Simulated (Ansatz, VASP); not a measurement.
**CoO in VASP and in Ansatz**

```xyz
4
Lattice="3.1324 0.0000 0.0000 -1.5662 2.7127 0.0000 0.0000 0.0000 5.1220" Properties=species:S:1:pos:R:3 pbc="T T T"
Co    0.0000    1.8085    2.5782
Co    0.0000    0.0000    0.0178
O     0.0000    1.8085    4.4641
O     0.0000    0.0000    1.9034
```

Change from the starting cell: volume scaled by 0.94.

Alike in both runs: task single point; functional PBEsol; k mesh 10 × 10 × 5; occupations fermi-dirac, width 0.05 eV; collinear spin.

|  | VASP | Ansatz |
| --- | --- | --- |
| version | VASP 6.6.1 | Ansatz 0.2.0 |
| potentials or method | VASP PAW PBE potentials, release 64 (Co, O), cutoff 520 eV | all-electron LAPW, scalar-relativistic |

```tsv
	VASP	Ansatz	Ansatz less VASP
gap on the k mesh at the Fermi level (eV)	none	none	-
pressure (GPa)	-0.7	-2.6	-1.96
traceless stress, the component that is largest in VASP (GPa)	4.43	2.61	-1.822
rms of the force components (eV/Å)	0.198	0.027	-0.1708
net moment per atom (μB)	1.32	0.00	-1.323
size of the moment on the site where the two differ most (μB)	2.28	2.08	-0.201
```

The net moments are unlike, so the other rows may belong to different states. VASP's potentials were made for PBE, not for PBEsol. Site moments also hang on the region over which each program counts them. Atom by atom the forces differ by 0.224 eV/Å (rms over components). A gap of «none» marks a metal or a gap that the smearing closes. Ansatz ran all-electron here, and VASP with PAW potentials.
